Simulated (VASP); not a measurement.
# Au (Fm-3m) in VASP: a series of runs

The runs below take Au through single point, with TPSS, LDA, r2SCAN50.

All numbers are computed with VASP 6.6.1; they aren't measurements. Logs are shortened: lines on timing, memory, paths and dates and some standing lists are left out, and cuts for length are marked.

## (1) The cell of the first run

It takes space group Fm-3m (No. 225, cubic). Conventional cell: a = 4.070 Å, b = 4.070 Å, c = 4.070 Å, α = 90.00°, β = 90.00°, γ = 90.00°. Au (site symmetry m-3m) has 12 Au at 2.88 Å within 3.8 Å.

## (2) Single point, TPSS

The input, POSCAR:

```
Au
1.0
    0.0000000000      2.0350000000      2.0350000000
    2.0350000000      0.0000000000      2.0350000000
    2.0350000000      2.0350000000      0.0000000000
Au
1
Direct
    0.0000000000      0.0000000000      0.0000000000
```

The input, INCAR.step1:

```
ISMEAR   = 1              # smearing method
SIGMA    = 0.1            # smearing width, eV
LWAVE    = True           # write WAVECAR
LCHARG   = True           # write CHGCAR
ISIF     = 2              # what is computed and relaxed
NELM     = 100            # most SCF steps
ALGO     = Normal         # electronic algorithm
PREC     = Accurate       # precision mode
LASPH    = True           # aspherical terms in the spheres
LREAL    = False          # projectors in reciprocal space
EDIFF    = 1E-5           # SCF threshold, eV
GGA_COMPAT= False        
ENCUT    = 440            # plane-wave cutoff, eV
GGA      = PE             # functional
```

The input, INCAR.step2:

```
METAGGA  = TPSS           # meta-GGA
ISMEAR   = 1              # smearing method
SIGMA    = 0.1            # smearing width, eV
LWAVE    = False          # write WAVECAR
LCHARG   = False          # write CHGCAR
ISIF     = 2              # what is computed and relaxed
NELM     = 100            # most SCF steps
ALGO     = All            # electronic algorithm
PREC     = Accurate       # precision mode
LASPH    = True           # aspherical terms in the spheres
LREAL    = False          # projectors in reciprocal space
EDIFF    = 1E-6           # SCF threshold, eV
GGA_COMPAT= False        
ENCUT    = 440            # plane-wave cutoff, eV
LMIXTAU  = True         
ISTART   = 1            
ISEARCH  = 1
```

The input, KPOINTS:

```
k-points
0
Gamma
  11 11 11
```

Potentials or basis: VASP PAW PBE potentials, release 64 (Au).

Run with:

```console
$ cat potpaw_PBE.64/Au/POTCAR > POTCAR
$ cp INCAR.step1 INCAR
$ mpirun -np 1 vasp_std > vasp.out
$ cp INCAR.step2 INCAR
$ mpirun -np 1 vasp_std > vasp.out
```

OUTCAR:

```text
METAGGA = TPSS
   ISMEAR = 1
   ISIF = 2
   NELM = 100
   PREC = Accurate
   LASPH = True
   LREAL = False
   EDIFF = 1E-6
   ENCUT = 440
   ISTART = 1

 Found     56 irreducible k-points:

 Following reciprocal coordinates:
            Coordinates               Weight
  0.000000  0.000000  0.000000      1.000000
  0.090909  0.000000  0.000000      8.000000
  0.181818  0.000000  0.000000      8.000000
  0.272727  0.000000  0.000000      8.000000
  0.363636  0.000000  0.000000      8.000000
  0.454545  0.000000  0.000000      8.000000
   k-points           NKPTS =     56   k-points in BZ     NKDIM =     56   number of bands    NBANDS=      9
   number of dos      NEDOS =    301   number of ions     NIONS =      1
   total plane-waves  NPLWV =   8000
   dimension x,y,z NGX =    20 NGY =   20 NGZ =   20
   dimension x,y,z NGXF=    40 NGYF=   40 NGZF=   40
   ions per type =               1
   NGX,Y,Z   is equivalent  to a cutoff of  11.55, 11.55, 11.55 a.u.
   NGXF,Y,Z  is equivalent  to a cutoff of  23.11, 23.11, 23.11 a.u.
 SYSTEM =  unknown system
   PREC   = accura    normal or accurate (medium, high low for compatibility)
   ISTART =      1    job   : 0-new  1-cont  2-samecut
   ICHARG =      0    charge: 1-file 2-atom 10-const
   ISPIN  =      1    spin polarized calculation?
   LNONCOLLINEAR =      F non collinear calculations
   LSORBIT =      F    spin-orbit coupling
   LASPH  =      T    aspherical Exc in radial PAW
   ENCUT  =  440.0 eV  32.34 Ry    5.69 a.u.   4.92  4.92  4.92*2*pi/ulx,y,z
   NELM   =    100;   NELMIN=  2; NELMDL=  0     # of ELM steps
   EDIFF  = 0.1E-05   stopping-criterion for ELM
   LREAL  =      F    real-space projection
   EDIFFG = 0.1E-04   stopping-criterion for IOM
   NSW    =      0    number of steps for IOM
   IBRION =     -1    ionic relax: 0-MD 1-quasi-New 2-CG
   NFREE  =      0    steps in history (QN), initial steepest desc. (CG)
   ISIF   =      2    stress and relaxation
   ISYM   =      2    0-nonsym 1-usesym 2-fastsym
   POTIM  = 0.5000    time-step for ionic-motion
   TEBEG  =    0.0;   TEEND  =   0.0 temperature during run

   SCALEE = 1.0000    scale energy and forces
   PSTRESS=    0.0 pullay stress
   NELECT =      11.0000    total number of electrons
   NUPDOWN=      -1.0000    fix difference up-down
   EMIN   =  10.00;   EMAX   =-10.00  energy-range for DOS
   EFERMI =   0.00;   METHOD = LEGACY
   ISMEAR =     1;   SIGMA  =   0.10  broadening in eV -4-tet -1-fermi 0-gaus
   EFERMI_NEDOS =   21; number of points for ismear=-14 and -15
   IALGO  =     58    algorithm
   IMIX   =      4    mixing-type and parameters
     AMIX     =   0.40;   BMIX     =  1.00
     AMIX_MAG =   1.60;   BMIX_MAG =  1.00
  volume/ion in A,a.u.               =      16.85       113.74
  Fermi-wavevector in a.u.,A,eV,Ry     =   1.420032  2.683470 27.436005  2.016489
  Thomas-Fermi vector in A             =   2.540990
   LORBIT       =      0    0 simple, 1 ext, 2 COOP (PROOUT), +10 PAW based schemes
   METAGGA = TPSS    functional components
   LHFCALC =     F    Hartree Fock is set to
   AEXX    =    0.0000 exact exchange contribution
   IVDW    =     0    specifies the selected vdW correction
   LEPSILON=     F    determine dielectric tensor
   LRPA    =     F    only Hartree local field effects (RPA)

   CSHIFT  =0.1000    complex shift for real part using Kramers Kronig

   OMEGAMAX=  -1.0    maximum frequency
 non-spin polarized calculation
 Methfessel and Paxton  Order N= 1 SIGMA  =   0.10
  energy-cutoff  :      440.00
  volume of cell :       16.85
 maximum number of plane-waves:       363
   NGX =  9   NGY =  9   NGZ =  9

 number of electron      10.9999997 magnetization

 Free energy of the ion-electron system (eV)
  ---------------------------------------------------
  ext. energy  EPLUGINS =         0.00000000
  ---------------------------------------------------
  free energy    TOTEN  =        -3.53392181 eV

  energy without entropy =       -3.53450856  energy(sigma->0) =       -3.53411740

 E-fermi :   9.6187     XC(G=0): -13.0245

 val. band max:        9.5251891062   @ k =   0.4545   0.3636   0.0000
 cond. band min:       9.7249198714   @ k =  -0.4545   0.0909   0.0000
 fundamental gap:      0.1997307652
 Fermi energy:         9.6187132127

 k-point     1 :       0.0000    0.0000    0.0000
  band No.  band energies     occupation
      1      -0.3662      2.00000
      2       4.8349      2.00000
      3       4.8349      2.00000
      4       4.8349      2.00000
      5       6.3746      2.00000
      6       6.3746      2.00000
      7      24.1375      0.00000
      8      28.2445      0.00000
      9      28.2445      0.00000

 k-point     2 :       0.0909    0.0000    0.0000
  band No.  band energies     occupation
      1      -0.0765      2.00000
      2       4.7425      2.00000
      3       4.9319      2.00000
      4       4.9319      2.00000
      5       6.3328      2.00000
      6       6.3328      2.00000
      7      24.4631      0.00000
      8      26.5539      0.00000
      9      28.5941      0.00000

 k-point     3 :       0.1818    0.0000    0.0000
  band No.  band energies     occupation
      1       0.7175      2.00000
      2       4.5920      2.00000
      3       5.1052      2.00000
      4       5.1052      2.00000
      5       6.3362      2.00000
      6       6.3362      2.00000
      7      23.3867      0.00000
      8      25.2820      0.00000
      9      29.4573      0.00000

 k-point     4 :       0.2727    0.0000    0.0000
  band No.  band energies     occupation
      1       1.6628      2.00000
      2       4.8351      2.00000
      3       5.0866      2.00000
      4       5.0866      2.00000
      5       6.6552      2.00000
      6       6.6552      2.00000
      7      19.9874      0.00000
      8      25.0224      0.00000
      9      29.6873      0.00000

 k-point     5 :       0.3636    0.0000    0.0000
  band No.  band energies     occupation
      1       2.1200      2.00000
      2       4.9216      2.00000
      3       4.9216      2.00000
      4       6.1404      2.00000
      5       7.1760      2.00000
      6       7.1760      2.00000
      7      16.4261      0.00000
      8      24.1380      0.00000
      9      28.2575      0.00000

 k-point     6 :       0.4545    0.0000    0.0000
  band No.  band energies     occupation
      1       2.1748      2.00000
      2       4.7992      2.00000
      3       4.7992      2.00000
      4       7.5533      2.00000
      5       7.5533      2.00000
      6       8.0930      2.00000
      7      13.4262      0.00000
      8      23.5722      0.00000
      9      27.1840      0.00000

 [... further k-points ...]

------------------------ aborting loop because EDIFF is reached ----------------------------------------

  FORCE on cell =-STRESS in cart. coord.  units (eV):
  Direction    XX          YY          ZZ          XY          YZ          ZX
  --------------------------------------------------------------------------------------
  -------------------------------------------------------------------------------------
  Total        0.6807420      0.6807420      0.6807420      0.0000000      0.0000000     -0.0000000
  in kB       64.7097722     64.7097722     64.7097722      0.0000000      0.0000000     -0.0000000
  external PRESSURE =      64.7097722 kB  Pullay stress =       0.0000000 kB

 VOLUME and BASIS-vectors are now :
 -----------------------------------------------------------------------------
  energy-cutoff  :      440.00
  volume of cell :       16.85
      direct lattice vectors                 reciprocal lattice vectors
     0.000000000  2.035000000  2.035000000    -0.245700246  0.245700246  0.245700246
     2.035000000  0.000000000  2.035000000     0.245700246 -0.245700246  0.245700246
     2.035000000  2.035000000  0.000000000     0.245700246  0.245700246 -0.245700246

 POSITION                                       TOTAL-FORCE (eV/Angst)
 -----------------------------------------------------------------------------------
      0.00000      0.00000      0.00000        -0.000000      0.000000      0.000000
 -----------------------------------------------------------------------------------
    total drift:                                0.000000      0.000000      0.000000

  FREE ENERGIE OF THE ION-ELECTRON SYSTEM (eV)
  ---------------------------------------------------
  free  energy   TOTEN  =        -3.5339218139 eV

  energy  without entropy=       -3.5345090707  energy(sigma->0) =       -3.53411757
```

OUTCAR.step1:

```text
ISMEAR = 1
   ISIF = 2
   NELM = 100
   PREC = Accurate
   LASPH = True
   LREAL = False
[... 185 lines left out ...]

 POSITION                                       TOTAL-FORCE (eV/Angst)
 -----------------------------------------------------------------------------------
      0.00000      0.00000      0.00000         0.000000      0.000000      0.000000
 -----------------------------------------------------------------------------------
    total drift:                                0.000000     -0.000000      0.000000

  FREE ENERGIE OF THE ION-ELECTRON SYSTEM (eV)
  ---------------------------------------------------
  free  energy   TOTEN  =        -3.1954211108 eV

  energy  without entropy=       -3.1959517415  energy(sigma->0) =       -3.19559799
```

OSZICAR.step1:

```text
N       E                     dE             d eps       ncg     rms          rms(c)
DAV:   1     0.364345774886E+02    0.36435E+02   -0.52682E+03  1120   0.938E+02
DAV:   2    -0.319360584697E+01   -0.39628E+02   -0.36869E+02  1038   0.181E+02
DAV:   3    -0.345964294556E+01   -0.26604E+00   -0.26598E+00  1210   0.162E+01
DAV:   4    -0.346029972472E+01   -0.65678E-03   -0.65677E-03  1146   0.864E-01
DAV:   5    -0.346030392342E+01   -0.41987E-05   -0.41984E-05  1197   0.656E-02    0.970E+00
DAV:   6    -0.321709228442E+01    0.24321E+00   -0.77145E-01  1029   0.866E+00    0.614E+00
DAV:   7    -0.319767865000E+01    0.19414E-01   -0.77072E-02  1066   0.271E+00    0.280E+00
DAV:   8    -0.319542548907E+01    0.22532E-02   -0.15542E-03  1058   0.403E-01    0.210E-01
DAV:   9    -0.319542111079E+01    0.43783E-05   -0.17421E-05  1014   0.418E-02
   1 F= -.31954211E+01 E0= -.31955980E+01  d E =0.530631E-03
```

Wall time 46 s (1 thread of Intel Xeon Platinum 8259CL at 2.50GHz (Skylake/Cascade Lake), shared host); peak memory 0.13 GiB.

Results:

```yaml
Free_energy: -3.5339 eV
Pressure: 6.5 GPa
Band_gap_on_the_k_mesh: zero (an odd number of electrons rules out a gap without spin polarisation)
```

Levels at points of the mesh, in eV from the Fermi level:
```tsv
k point	band 4	band 5	band 6	band 7	band 8	band 9
(0.00, 0.00, 0.00)	-4.78	-3.24	-3.24	14.52	18.63	18.63
```

Caveat: the cell stands under pressure; the PAW data sets were made with another functional, which shifts forces and pressure a little; spin-orbit coupling is left out, which moves the levels of the heavy elements.

## (3) Single point, LDA, non-collinear spin, zero start, spin-orbit coupling

This run uses another cell than the first one, of 17.19 Å³/atom.

The input, INCAR:

```
SYSTEM = Au
ALGO = Normal
EDIFF = 1E-6
ENCUT = 540
GGA = CA
GGA_COMPAT = .FALSE.
ISIF = 2
ISMEAR = -1
LASPH = .TRUE.
LCHARG = .TRUE.
LMAXMIX = 4
LORBIT = 11
LORBMOM = .TRUE.
LREAL = .FALSE.
LSORBIT = .TRUE.
LVHAR = .TRUE.
LWAVE = .FALSE.
MAGMOM = 0 0 0
NBANDS = 30
NELM = 200
PREC = Accurate
SIGMA = 0.05
```

The input, KPOINTS:

```
k-points
0
G
  11 11 11
  0 0 0
```

The input, POSCAR:

```
Au
1.0
    0.0000000000      2.0484772140      2.0484772140
    2.0484772140      0.0000000000      2.0484772140
    2.0484772140      2.0484772140      0.0000000000
Au
1
Direct
    0.0000000000      0.0000000000      0.0000000000
```

Potentials or basis: VASP PAW LDA potentials, release 64 (Au_sv_GW).

Run with:

```console
$ cat potpaw_LDA.64/Au_sv_GW/POTCAR > POTCAR
$ mpirun -np 1 vasp_ncl > vasp.out
```

Wall time 45 s (1 thread of AMD EPYC 9R45 (Zen 5), shared host); peak memory 0.17 GiB.

It converged, with:

- Free energy: -6.7121 eV
- Pressure: -6.2 GPa
- Net moment: 0.00 μB per cell
- Valence electrons inside the program's atomic spheres: Au 17.45

Moments on the atoms (μB; x, y, z):
```
Au  0.00 0.00 0.00
```

Caveat: the cell stands under tension.

## (4) Single point, r2SCAN50

This run uses another cell than the first one, of 16.52 Å³/atom.

The input, POSCAR:

```
Au
1.0
    0.0000000000      2.0213418704      2.0213418704
    2.0213418704      0.0000000000      2.0213418704
    2.0213418704      2.0213418704      0.0000000000
Au
1
Direct
    0.0000000000      0.0000000000      0.0000000000
```

The input, INCAR.step1:

```
  ALGO = Normal
  EDIFF = 1E-5
  ENCUT = 440
  GGA = PE
  GGA_COMPAT = False
  ISIF = 2
  ISMEAR = -1
  LASPH = True
  LCHARG = False
  LREAL = False
  LWAVE = True
  NBANDS = 16
  NELM = 120
  PREC = Accurate
  SIGMA = 0.05
```

The input, INCAR.step2:

```
  AEXX = 0.5
  ALGO = Normal
  EDIFF = 1E-6
  ENCUT = 440
  GGA_COMPAT = False
  ISIF = 2
  ISMEAR = -1
  ISTART = 1
  LASPH = True
  LCHARG = False
  LHFCALC = True
  LMIXTAU = True
  LREAL = False
  LWAVE = False
  METAGGA = R2SCAN
  NBANDS = 16
  NELM = 120
  PREC = Accurate
  PRECFOCK = Normal
  SIGMA = 0.05
```

The input, KPOINTS:

```
k-points
0
Gamma
  6 6 6
```

Potentials or basis: VASP PAW PBE potentials, release 64 (Au_sv_GW).

Run with:

```console
$ cat potpaw_PBE.64/Au_sv_GW/POTCAR > POTCAR
$ cp INCAR.step1 INCAR
$ mpirun -np 1 vasp_std > vasp.out
$ cp INCAR.step2 INCAR
$ mpirun -np 1 vasp_std > vasp.out
```

It took 16 min on 1 thread of Intel Xeon Platinum 8375C at 2.90GHz (Ice Lake), shared host; peak memory 0.14 GiB.

It converged, with:

| Quantity | Value |
| --- | --- |
| Free energy | -22.9753 eV |
| Pressure | 4.8 GPa |
| Band gap on the k mesh | zero (an odd number of electrons rules out a gap without spin polarisation) |

Levels at points of the mesh, in eV from the Fermi level:
```csv
k point,band 7,band 8,band 9,band 10,band 11,band 12,band 13,band 14
"(0.00, 0.00, 0.00)",-7.62,-7.62,-5.87,-5.87,17.86,22.46,22.46,22.46
"(0.50, 0.00, 0.00)",-7.69,-4.21,-4.21,-1.19,5.75,17.26,21.43,21.43
"(0.50, 0.50, 0.00)",-4.39,-3.71,-3.71,2.80,9.37,13.50,13.50,21.61
```

Caveat: the k points lie up to 0.45 Å⁻¹ apart, too coarse for converged energies and pressures of a metal; the PAW data sets were made with another functional, which shifts forces and pressure a little; spin-orbit coupling is left out, which moves the levels of the heavy elements.

## (5) Summary

| level | potentials or basis | spin | cell | k mesh | cutoff (eV) | smearing | tolerance level | purpose | dipole correction | grid for exact exchange (PRECFOCK) | share of exact exchange | gap on the mesh (eV) | pressure (GPa) |
| --- | --- | --- | --- | --- | --- | --- | --- | --- | --- | --- | --- | --- | --- |
| TPSS | VASP PAW PBE potentials, release 64 (Au) | off | a = 2.878 Å, angles 60.0°, 1 atom | 11 × 11 × 11 | 440 | methfessel-paxton 0.1 eV | standard | a run that is hard to end | - | - | - | none | 6.5 |
| LDA | VASP PAW LDA potentials, release 64 (Au_sv_GW) | non-collinear, zero start, SOC | a = 2.897 Å, angles 60.0°, 1 atom | 11 × 11 × 11 | 540 | fermi-dirac 0.05 eV | - | - | no | - | - | - | -6.2 |
| r2SCAN50 | VASP PAW PBE potentials, release 64 (Au_sv_GW) | off | a = 2.859 Å, angles 60.0°, 1 atom | 6 × 6 × 6 | 440 | fermi-dirac 0.05 eV | - | - | no | Normal | 0.5 | none | 4.8 |

Alike in all rows: task single point.

Caveats: some runs use coarse meshes; the PAW data sets were made with another functional, which shifts forces and pressure a little (at least some runs); spin-orbit coupling is left out, which moves the levels of the heavy elements (at least some runs); the cell stands under pressure (at least some runs); the cell stands under tension (at least some runs).

Total energies depend on the potentials used, so only differences within one code and one set of settings carry meaning.

The gap in the log of VASP goes by the Fermi energy; the results here count the filled bands.